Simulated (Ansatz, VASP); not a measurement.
Two plane-wave programs on Ga4AsP3

The input INCAR:

```
SYSTEM = Ga4AsP3
  PREC = Accurate
  ENCUT = 600
  EDIFF = 1E-7
  ISMEAR = 0
  SIGMA = 0.02
  LREAL = .FALSE.
  LASPH = .TRUE.
  NELM = 100
  ALGO = Normal
  ISIF = 3
  LWAVE = .FALSE.
  LCHARG = .FALSE.
  GGA = PE
  IBRION = 2
  NSW = 100
  EDIFFG = -0.01
```

The input KPOINTS:

```
regular mesh
0
G
  8 8 4
  0 0 0
```

The input POSCAR:

```
Ga4AsP3
1.0
    3.9485484068      0.0000000000      0.0000000000
    0.0000000000      3.9485484068      0.0000000000
    0.0000000000      0.0000000000     11.0448152304
Ga P As
4 3 1
Direct
    0.5000000000      0.0000000000      0.6316177265
    0.0000000000      0.5000000000      0.8771810954
    0.5000000000      0.0000000000      0.1228189046
    0.0000000000      0.5000000000      0.3683822735
    0.0000000000      0.0000000000      0.0000000000
    0.5000000000      0.5000000000      0.2457507477
    0.5000000000      0.5000000000      0.7542492523
    0.0000000000      0.0000000000      0.5000000000
```

Input for Ansatz:

```yaml
crystal:
  lattice:
    - [3.9485484068, 0.0, 0.0]
    - [0.0, 3.9485484068, 0.0]
    - [0.0, 0.0, 11.0448152304]
  atoms:
    - { symbol: Ga, position: [0.5, 0.0, 0.6316177265] }
    - { symbol: Ga, position: [0.0, 0.5, 0.8771810954] }
    - { symbol: Ga, position: [0.5, 0.0, 0.1228189046] }
    - { symbol: Ga, position: [0.0, 0.5, 0.3683822735] }
    - { symbol: P, position: [0.0, 0.0, 0.0] }
    - { symbol: P, position: [0.5, 0.5, 0.2457507477] }
    - { symbol: P, position: [0.5, 0.5, 0.7542492523] }
    - { symbol: As, position: [0.0, 0.0, 0.5] }
basis:
  ecutwfc: 420
kpoints:
  mp_grid: { grid: [8, 8, 4] }
hamiltonian:
  xc: pbe
scf:
  occupations: { method: gaussian, width: 0.02 }
output:
  forces: true
  stress: true
  eigenvalues: true
  write_density: true
  write_potential: true
  elf: true
  volumetric_format: npy
relax:
  adjacent_minimum: "off"
  f_tol: 0.01
  max_steps: 80
  cell: { stress_tol: 0.05 }
```

Alike in both runs: task relaxation of cell and atoms; functional PBE; k mesh 8 × 8 × 4; occupations gaussian, width 0.02 eV; no spin polarisation.

|  | VASP | Ansatz |
| --- | --- | --- |
| version | VASP 6.6.1 | Ansatz 0.2.0 |
| potentials or method | VASP PAW PBE potentials, release 64 (Ga_d, P, As), cutoff 600 eV | scalar-relativistic, plane waves, PAW |
| valence electrons in the cell | 72 | 82 |

Ansatz gave:

```
gap on the k mesh at the Fermi level, each at its own relaxed structure (eV) : 1.16
relaxed volume (Å³/atom)                                                     : 21.54
relaxed length of the cell vector where the two differ most in proportion (Å)              : 11.130
```

Problem. Estimate VASP's values.

Solution. gap on the k mesh at the Fermi level, each at its own relaxed structure (eV): 1.16; relaxed volume (Å³/atom): 21.55; relaxed length of the cell vector where the two differ most in proportion (Å): 11.134.

VASP's potentials hold 72 valence electrons a cell and Ansatz's 82, so a difference there can come from the potentials and not from the codes.
